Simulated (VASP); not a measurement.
Set up this calculation in VASP 6.6.1, as the native input.

```yaml
Task: single point
Functional: SVWN5
Potentials_or_basis: VASP PAW PBE potentials, release 64 (Mn_pv, S)
Cutoff: 520 eV
k_mesh: 9 × 9 × 9
Occupations: gaussian, width 0.02 eV
Spin: collinear spin, ferromagnetic start
Starting_moments: "[4.0, 0.0] μB"
Dipole_correction: no
Further_INCAR_settings: ALGO = Normal; EDIFF = 1e-06; NBANDS = 20
```

The structure of MnS lies in POSCAR:

```
MnS
1.0
    0.0000000000      2.4734634191      2.4734634191
    2.4734634191      0.0000000000      2.4734634191
    2.4734634191      2.4734634191      0.0000000000
Mn S
1 1
Direct
    0.0000000000      0.0000000000      0.0000000000
    0.7500000000      0.7500000000      0.7500000000
```

One way to write it, as run:

INCAR

```
SYSTEM = MnS
ALGO     = Normal         ! electronic algorithm
EDIFF    = 1E-6           ! SCF threshold, eV
ENCUT    = 520            ! plane-wave cutoff, eV
GGA      = VW             ! functional
ISIF     = 2              ! what is computed and relaxed
ISMEAR   = 0              ! smearing method
ISPIN    = 2              ! spin polarisation
LASPH    = .TRUE.         ! aspherical terms in the spheres
LCHARG   = .TRUE.         ! write CHGCAR
LELF     = .TRUE.         ! ELF
LMAXMIX  = 4              ! l up to which the mixer works
LORBIT   = 11             ! projections on sites
LREAL    = .FALSE.        ! projectors in reciprocal space
LVHAR    = .TRUE.       
LWAVE    = .FALSE.        ! write WAVECAR
MAGMOM   = 4 0            ! initial moments
NBANDS   = 20             ! bands
NELM     = 150            ! most SCF steps
PREC     = Accurate       ! precision mode
SIGMA    = 0.02           ! smearing width, eV
```

KPOINTS

```
k-points
0
G
  9 9 9
  0 0 0
```

Potentials or basis: VASP PAW PBE potentials, release 64 (Mn_pv, S).

Launch:

```sh
$ cat potpaw_PBE.64/Mn_pv/POTCAR potpaw_PBE.64/S/POTCAR > POTCAR
$ mpirun -np 1 vasp_std > vasp.out
```

Results of the run:

| Quantity | Value |
| --- | --- |
| Pressure | -6.4 GPa |
| Net moment | 0.29 μB per cell |
| Site moments | Mn +0.27; S -0.00 μB |
| Valence electrons inside the program's atomic spheres | Mn 12.07; S 3.70 |

Caveat: the cell stands under tension; the PAW data sets were made with another functional, which shifts forces and pressure a little.

It took 100 s on 1 thread of Intel Xeon 8259CL (shared host), peak memory 0.17 GiB.
